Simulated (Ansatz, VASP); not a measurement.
# Two plane-wave programs on Ru8N

```
Ru N
1.0
     5.39519    0.00000    0.00000
    -2.69759    4.67237    0.00000
     0.00000    0.00000   25.03831
Ru N
16 2
Direct
  0.33333 0.16667 0.15976
  0.33333 0.66667 0.15976
  0.83333 0.16667 0.15976
  0.83333 0.66667 0.15976
  0.16667 0.33333 0.24494
  0.16667 0.83333 0.24494
  0.66667 0.33333 0.24494
  0.66667 0.83333 0.24494
  0.33333 0.16667 0.32997
  0.33333 0.66667 0.32997
  0.83333 0.16667 0.32997
  0.83333 0.66667 0.32997
  0.16667 0.33333 0.41290
  0.16667 0.83333 0.41290
  0.66667 0.33333 0.41290
  0.66667 0.83333 0.41290
  0.16667 0.33333 0.55668
  0.16667 0.33333 0.60061
```

Alike in both runs: task single point; functional PBE; dispersion D3(BJ); k mesh 6 × 6 × 1; occupations gaussian, width 0.1 eV; no spin polarisation.

```csv
,VASP,Ansatz
version,VASP 6.6.1,Ansatz 0.2.0
potentials or method,"VASP PAW PBE potentials, release 64 (Ru_pv, N), cutoff 520 eV","scalar-relativistic, plane waves, PAW"
valence electrons in the cell,234,266
```

|  | VASP | Ansatz | Ansatz less VASP |
| --- | --- | --- | --- |
| gap on the k mesh at the Fermi level (eV) | none | none | - |
| rms of the force components (eV/Å) | 0.459 | 0.212 | -0.2472 |

Atom by atom the forces differ by 0.344 eV/Å (rms over components). A gap of «none» marks a metal or a gap that the smearing closes. One of these differences is far larger than is usual between the two programs; its cause wasn't traced. VASP's potentials hold 234 valence electrons a cell and Ansatz's 266, so a difference there can come from the potentials and not from the codes.

Noted on VASP's run: the standard files for N, O and F lose accuracy on very short bonds.
